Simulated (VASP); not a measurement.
## Si2W: single point with PBE

Si2W:

```xyz
3
Lattice="-1.6887 1.6887 4.0246 1.6887 -1.6887 4.0246 1.6887 1.6887 -4.0246" Properties=species:S:1:pos:R:3 pbc="T T T"
Si    0.0000    0.0000    2.3676
Si    0.0000    0.0000    5.6816
W     0.0000    0.0000    0.0000
```

This cell differs from its parent crystal: strained.

```json
{
 "Program": "VASP 6.6.1",
 "Task": "single point",
 "Functional": "PBE",
 "Potentials or basis": "VASP PAW PBE potentials, release 64 (Si, W_sv)",
 "Cutoff": "520 eV",
 "k mesh": "18 × 18 × 18",
 "Occupations": "gaussian, width 0.1 eV",
 "Spin": "no spin polarisation",
 "Dipole correction": "no",
 "Further INCAR settings": "ALGO = Normal; EDIFF = 1e-07; NBANDS = 18"
}
```

```json
{"Pressure": "-8.5 GPa", "Largest force": "4.363 eV/Å", "Band gap on the k mesh": "zero (bands 11 and 12 overlap by 2.07 eV)"}
```

Forces on the atoms (eV/Å):
```
Si   0.000  0.000  4.363
Si   0.000  0.000 -4.363
W    0.000  0.000  0.000
```

Stress tensor (GPa, compression positive):
```
-16.24   0.00   0.00
  0.00 -16.24   0.00
  0.00   0.00   7.04
```

Levels at points of the mesh, in eV from the Fermi level:
| k point | band 8 | band 9 | band 10 | band 11 | band 12 | band 13 | band 14 | band 15 |
| --- | --- | --- | --- | --- | --- | --- | --- | --- |
| (0.00, 0.00, 0.00) | -3.36 | -3.28 | -2.00 | 0.94 | 1.07 | 2.28 | 3.42 | 4.33 |
| (0.50, 0.00, 0.00) | -3.30 | -2.69 | -1.82 | -0.32 | 1.26 | 2.32 | 3.23 | 4.02 |
| (0.50, 0.50, 0.00) | -6.21 | -4.65 | -2.30 | -0.05 | 1.68 | 2.41 | 2.58 | 3.14 |
| (0.50, 0.50, 0.50) | -2.65 | -1.78 | -1.78 | -0.34 | -0.34 | 1.29 | 4.03 | 4.41 |

Run time: 3.9 min on 1 thread of Intel(R) Xeon(R) 6975P-C (Granite Rapids), with other jobs on the host, peak memory 0.49 GiB.

Caveat: the cell differs from its parent crystal (strained); the stress differs along the axes, from -16 to 7 GPa; spin-orbit coupling is left out, which moves the levels of the heavy elements; forces of over 1 eV/Å act on the atoms, so gaps and moduli don't describe the material at rest.
